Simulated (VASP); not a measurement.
# ScAs4 (Cmmm) in VASP: further runs, part 3 of 3

VASP 6.6.1. Earlier steps stand in the parts before.

**5. Single point, PBE, collinear spin**

Input file INCAR:

```
SYSTEM = ScAs4
PREC     = Accurate       ! precision mode
ENCUT    = 500            ! plane-wave cutoff, eV
EDIFF    = 1E-6           ! SCF threshold, eV
ISMEAR   = 0              ! smearing method
SIGMA    = 0.1            ! smearing width, eV
LREAL    = .False.        ! projectors in reciprocal space
LASPH    = .True.         ! aspherical terms in the spheres
NELM     = 200            ! most SCF steps
ALGO     = Normal         ! electronic algorithm
ISIF     = 2              ! what is computed and relaxed
LWAVE    = .False.        ! write WAVECAR
LCHARG   = .False.        ! write CHGCAR
ISPIN    = 2              ! spin polarisation
MAGMOM   = 1 0 0 0 0      ! initial moments
LORBIT   = 11             ! projections on sites
LMAXMIX  = 4              ! l up to which the mixer works
GGA      = PE             ! functional
NBANDS   = 28             ! bands
GGA_COMPAT= .False.
```

Input file KPOINTS:

```
Automatic mesh
0
Gamma
  4 4 2
  0 0 0
```

Input file POSCAR:

```
ScAs4
1.0
    2.6287164558     -2.6908462224      0.0000000000
    2.6287164558      2.6908462224      0.0000000000
    0.0000000000      0.0000000000      7.6427081035
Sc As
1 4
Direct
    0.0000000000      0.0000000000      0.0000000000
    0.5000000000      0.5000000000      0.8329155335
    0.5000000000      0.5000000000      0.1670844665
    0.2797292167      0.7202707833      0.5000000000
    0.7202707833      0.2797292167      0.5000000000
```

Run with:

```
$ cat potpaw_PBE.64/Sc_sv/POTCAR potpaw_PBE.64/As/POTCAR > POTCAR
$ mpirun -np 1 vasp_std > vasp.out
```

Run time: 1.7 min. Hardware: 1 thread of Oxide Virtual Turin-like, shared host; peak memory 0.22 GiB.

The run converged. Its results:

* Free energy: -26.3582 eV
* Pressure: 0.2 GPa
* Largest force: 0.047 eV/Å
* Net moment: 0.00 μB per cell
* Valence electrons inside the program's atomic spheres: Sc 9.25; As 2.74, 2.71 (each value once)

Forces in eV/Å, atoms in the order of the input:
```
Sc   0.000  0.000  0.000
As   0.000  0.000 -0.019
As   0.000  0.000  0.019
As   0.000  0.047  0.000
As   0.000 -0.047  0.000
```

Levels at points of the mesh, in eV from the Fermi level:
Spin up:
```
           k point  band 14  band 15  band 16  band 17  band 18  band 19
(0.00, 0.00, 0.00)    -0.90    -0.54    -0.30    -0.12     1.71     2.15
(0.50, 0.00, 0.00)    -1.25    -0.22     0.63     0.84     1.14     1.30
(0.50, 0.50, 0.00)    -2.61    -1.58    -1.28     0.42     1.39     2.43
(0.00, 0.00, 0.50)    -0.46    -0.16     0.09     0.79     1.65     1.73
(0.50, 0.00, 0.50)    -1.02    -0.71     0.93     1.02     1.52     1.73
(0.50, 0.50, 0.50)    -2.28    -2.08    -0.20     0.31     2.40     2.69
```
Spin down:
| k point | band 13 | band 14 | band 15 | band 16 | band 17 | band 18 | band 19 | band 20 |
| --- | --- | --- | --- | --- | --- | --- | --- | --- |
| (0.00, 0.00, 0.00) | -0.90 | -0.90 | -0.54 | -0.30 | -0.12 | 1.71 | 2.15 | 2.15 |
| (0.50, 0.00, 0.00) | -1.93 | -1.25 | -0.22 | 0.63 | 0.84 | 1.14 | 1.30 | 1.55 |
| (0.50, 0.50, 0.00) | -3.06 | -2.61 | -1.58 | -1.28 | 0.42 | 1.39 | 2.43 | 2.69 |
| (0.00, 0.00, 0.50) | -0.75 | -0.46 | -0.16 | 0.09 | 0.79 | 1.65 | 1.73 | 2.41 |
| (0.50, 0.00, 0.50) | -1.89 | -1.02 | -0.71 | 0.93 | 1.02 | 1.52 | 1.73 | 1.83 |
| (0.50, 0.50, 0.50) | -3.49 | -2.28 | -2.08 | -0.20 | 0.31 | 2.40 | 2.69 | 3.13 |

Caveat: the k points lie up to 0.42 Å⁻¹ apart.

**6. Single point, PBE**

Input file INCAR:

```
SYSTEM = ScAs4
ALGO     = Normal         ! electronic algorithm
EDIFF    = 1E-6           ! SCF threshold, eV
ENCUT    = 500            ! plane-wave cutoff, eV
GGA      = PE             ! functional
GGA_COMPAT= .False.      
ISIF     = 2              ! what is computed and relaxed
ISMEAR   = 0              ! smearing method
LASPH    = .True.         ! aspherical terms in the spheres
LCHARG   = .False.        ! write CHGCAR
LREAL    = .False.        ! projectors in reciprocal space
LWAVE    = .False.        ! write WAVECAR
NBANDS   = 24             ! bands
NELM     = 120            ! most SCF steps
PREC     = Accurate       ! precision mode
SIGMA    = 0.1            ! smearing width, eV
```

Input file KPOINTS:

```
k-points
0
Gamma
  10 10 6
  0 0 0
```

Input file POSCAR:

```
ScAs4
1.0
    2.6107397889     -2.6818345924      0.0000000000
    2.6107397889      2.6818345924      0.0000000000
    0.0000000000      0.0000000000      7.7236641484
Sc As
1 4
Direct
    0.0000000000      0.0000000000      0.0000000000
    0.5000000000      0.5000000000      0.8335831304
    0.5000000000      0.5000000000      0.1664168696
    0.2734701356      0.7265298644      0.5000000000
    0.7265298644      0.2734701356      0.5000000000
```

Potentials or basis: VASP PAW PBE potentials, release 64 (Sc_sv, As).

Run with:

```
$ cat potpaw_PBE.64/Sc_sv/POTCAR potpaw_PBE.64/As/POTCAR > POTCAR
$ mpirun -np 1 vasp_std > vasp.out
```

OUTCAR:

```text
SYSTEM = ScAs4
   EDIFF = 1E-6
   ENCUT = 500
   GGA = PE
   ISIF = 2
   ISMEAR = 0
   LASPH = .True.
   LREAL = .False.
   NELM = 120
   PREC = Accurate

 ion  position               nearest neighbor table
   1  0.000  0.000  0.000-   2 2.91   3 2.91   2 2.91   3 2.91   2 2.97   3 2.97   2 2.97   3 2.97

   2  0.500  0.500  0.834-   3 2.57   4 2.85   5 2.85   1 2.91   1 2.91   1 2.97   1 2.97
   3  0.500  0.500  0.166-   2 2.57   4 2.85   5 2.85   1 2.91   1 2.91   1 2.97   1 2.97
[... 856 lines left out ...]
  -------------------------------------------------------------------------------------
  Total        0.1503471      0.1902588      0.1287434      0.0000000      0.0000000      0.0000000
  in kB        2.2271871      2.8184237      1.9071580      0.0000000      0.0000000      0.0000000
  external PRESSURE =       2.3175896 kB  Pullay stress =       0.0000000 kB

 VOLUME and BASIS-vectors are now :
 -----------------------------------------------------------------------------
  energy-cutoff  :      500.00
  volume of cell :      108.16
      direct lattice vectors                 reciprocal lattice vectors
     2.610739789 -2.681834592  0.000000000     0.191516597 -0.186439537  0.000000000
     2.610739789  2.681834592  0.000000000     0.191516597  0.186439537  0.000000000
     0.000000000  0.000000000  7.723664148     0.000000000  0.000000000  0.129472227

 POSITION                                       TOTAL-FORCE (eV/Angst)
 -----------------------------------------------------------------------------------
      0.00000      0.00000      0.00000        -0.000000      0.000000      0.000000
      2.61074      0.00000      6.43832         0.000000      0.000000     -0.025250
      2.61074      0.00000      1.28535         0.000000      0.000000      0.025250
      2.61074      1.21503      3.86183        -0.000000      0.048963      0.000000
      2.61074     -1.21503      3.86183        -0.000000     -0.048963      0.000000
 -----------------------------------------------------------------------------------
    total drift:                                0.000000     -0.000000     -0.000000

  FREE ENERGIE OF THE ION-ELECTRON SYSTEM (eV)
  ---------------------------------------------------
  free  energy   TOTEN  =       -26.0046010616 eV

  energy  without entropy=      -25.9956878816  energy(sigma->0) =      -26.00014447
```

stdout:

```text
POSCAR found type information on POSCAR ScAs
 POSCAR found :  2 types and       5 ions
 scaLAPACK will be used
 LDA part: xc-table for (Slater+PW92), standard interpolation
 POSCAR, INCAR and KPOINTS ok, starting setup
 FFT: planning ... GRIDC
 FFT: planning ... GRID_SOFT
 FFT: planning ... GRID
 WAVECAR not read
 entering main loop
```

Wall time 5.8 min (1 thread of Oxide Virtual Turin-like, shared host); peak memory 0.35 GiB.

Results:

| Item | Value |
| --- | --- |
| Free energy | -26.0046 eV |
| Pressure | 0.2 GPa |
| Largest force | 0.049 eV/Å |
| Band gap on the k mesh | zero (an odd number of electrons rules out a gap without spin polarisation) |

Forces in eV/Å, atoms in the order of the input:
```
Sc   0.000  0.000  0.000
As   0.000  0.000 -0.025
As   0.000  0.000  0.025
As   0.000  0.049  0.000
As   0.000 -0.049  0.000
```

Caveat: an odd number of electrons without spin polarisation forces a metal; a magnetic or distorted state may lie lower.

**7. Relaxation of cell and atoms, PBE**

Input file INCAR:

```
SYSTEM = ScAs4
PREC = Accurate
ENCUT = 500
EDIFF = 1E-7
ISMEAR = 0
SIGMA = 0.1
LREAL = .False.
LASPH = .True.
NELM = 120
ALGO = Normal
ISIF = 3
LWAVE = .False.
LCHARG = .False.
GGA = PE
IBRION = 2
NSW = 100
EDIFFG = -0.01
GGA_COMPAT = .False.
NELMIN = 4
```

Input file KPOINTS:

```
Automatic mesh
0
Gamma
  10 10 6
  0 0 0
```

Input file POSCAR:

```
ScAs4
1.0
    2.6287164558     -2.6908462224      0.0000000000
    2.6287164558      2.6908462224      0.0000000000
    0.0000000000      0.0000000000      7.6427081035
Sc As
1 4
Direct
    0.0000000000      0.0000000000      0.0000000000
    0.5000000000      0.5000000000      0.8329155335
    0.5000000000      0.5000000000      0.1670844665
    0.2797292167      0.7202707833      0.5000000000
    0.7202707833      0.2797292167      0.5000000000
```

Run with:

```
$ cat potpaw_PBE.64/Sc_sv/POTCAR potpaw_PBE.64/As/POTCAR > POTCAR
$ mpirun -np 1 vasp_std > vasp.out
```

Run time: 20 min. Hardware: 1 thread of Oxide Virtual Turin-like, shared host; peak memory 0.35 GiB.

It converged, with:

| Item | Value |
| --- | --- |
| Free energy | -26.0049 eV |
| Relaxed volume | 21.68 Å³/atom |
| Relaxed cell | a = 3.745 Å, b = 3.745 Å, c = 7.731 Å, α = 90.00°, β = 90.00°, γ = 91.46° |
| Space group after relaxing (to 0.1 Å) | Cmmm (No. 65) |
| Energy gained by relaxing | 5.2 meV/atom |
| Ionic steps | 7 |
| Pressure after relaxing | 0.0 GPa |
| Largest force after relaxing | 0.005 eV/Å |
| Band gap on the k mesh | zero (an odd number of electrons rules out a gap without spin polarisation) |

Forces on the atoms (eV/Å):
```
Sc   0.000  0.000  0.000
As   0.000  0.000  0.000
As   0.000  0.000  0.000
As   0.000 -0.005  0.000
As   0.000  0.005  0.000
```

Stress tensor (GPa, compression positive):
```
-0.05  0.00  0.00
 0.00  0.04  0.00
 0.00  0.00 -0.03
```

Step by step:
```tsv
step	energy change (eV)	largest force (eV/Å)	pressure (GPa)	volume (Å³)
1	0.0000	0.5785	0.88	108.12
2	-0.0181	0.0991	-0.97	109.99
3	-0.0210	0.0630	-0.49	109.46
4	-0.0244	0.0637	-0.01	108.64
5	-0.0245	0.0640	0.08	108.48
6	-0.0256	0.0347	0.04	108.45
7	-0.0260	0.0052	-0.01	108.41
```

Final structure:
```cif
data_structure
_symmetry_space_group_name_H-M 'P 1'
_symmetry_Int_Tables_number 1
_cell_length_a 3.7453
_cell_length_b 3.7453
_cell_length_c 7.7309
_cell_angle_alpha 90.000
_cell_angle_beta 90.000
_cell_angle_gamma 91.461
_cell_volume 108.41
loop_
_atom_site_label
_atom_site_type_symbol
_atom_site_fract_x
_atom_site_fract_y
_atom_site_fract_z
_atom_site_occupancy
Sc1 Sc 0.00000 0.00000 0.00000 1
As1 As 0.50000 0.50000 0.83343 1
As2 As 0.50000 0.50000 0.16657 1
As3 As 0.27280 0.72720 0.50000 1
As4 As 0.72720 0.27280 0.50000 1
```

Levels at points of the mesh, in eV from the Fermi level:
| k point | band 14 | band 15 | band 16 | band 17 | band 18 | band 19 |
| --- | --- | --- | --- | --- | --- | --- |
| (0.00, 0.00, 0.00) | -0.82 | -0.53 | -0.31 | -0.16 | 1.71 | 2.17 |
| (0.50, 0.00, 0.00) | -1.12 | -0.09 | 0.57 | 0.69 | 1.06 | 1.07 |
| (0.50, 0.50, 0.00) | -2.64 | -1.63 | -1.23 | 0.30 | 1.38 | 2.35 |
| (0.00, 0.00, 0.50) | -0.43 | -0.19 | 0.07 | 0.55 | 1.69 | 1.73 |
| (0.50, 0.00, 0.50) | -1.12 | -0.52 | 0.61 | 0.97 | 1.50 | 1.73 |
| (0.50, 0.50, 0.50) | -2.36 | -2.16 | -0.30 | 0.24 | 2.36 | 2.71 |

Caveat: an odd number of electrons without spin polarisation forces a metal; a magnetic or distorted state may lie lower.

**8. The runs side by side**

```tsv
task	spin	cell	k mesh	gap on the mesh (eV)	pressure (GPa)	relaxed volume (Å³/atom)	largest force (eV/Å)
single point	off	a = 3.762, b = 3.762, c = 7.643 Å, angles 90.0, 90.0, 91.3°, 5 atoms, atomic positions A	4 × 4 × 2	none	0.3	-	0.05
single point	off	a = 4.205, b = 4.205, c = 8.426 Å, angles 90.0, 90.0, 111.3°, 5 atoms, atomic positions B	4 × 4 × 2	none	5.9	-	4.29
relaxation of cell and atoms	off	relaxed from a = 4.205, b = 4.205, c = 8.426 Å, angles 90.0, 90.0, 111.3°, 5 atoms, atomic positions B	4 × 4 × 2	none	0.0	25.83	0.04
single point	collinear	a = 3.762, b = 3.762, c = 7.643 Å, angles 90.0, 90.0, 91.3°, 5 atoms, atomic positions A	4 × 4 × 2	none	0.2	-	0.05
single point	off	a = 3.743, b = 3.743, c = 7.724 Å, angles 90.0, 90.0, 91.5°, 5 atoms, atomic positions C	10 × 10 × 6	none	0.2	-	0.05
relaxation of cell and atoms	off	relaxed from a = 3.762, b = 3.762, c = 7.643 Å, angles 90.0, 90.0, 91.3°, 5 atoms, atomic positions A	10 × 10 × 6	none	0.0	21.68	0.01
```

Alike in all rows: level PBE; potentials or basis VASP PAW PBE potentials, release 64 (Sc_sv, As); cutoff (eV) 500; smearing gaussian 0.1 eV.

Caveats: some runs use coarse meshes; an odd number of electrons without spin polarisation forces a metal (at least some runs); a magnetic or distorted state may lie lower (at least some runs); a cell axis changed by over 15 % at a fixed basis, so the end point is rough (at least some runs).

Total energies depend on the potentials used, so only differences within one code and one set of settings carry meaning.
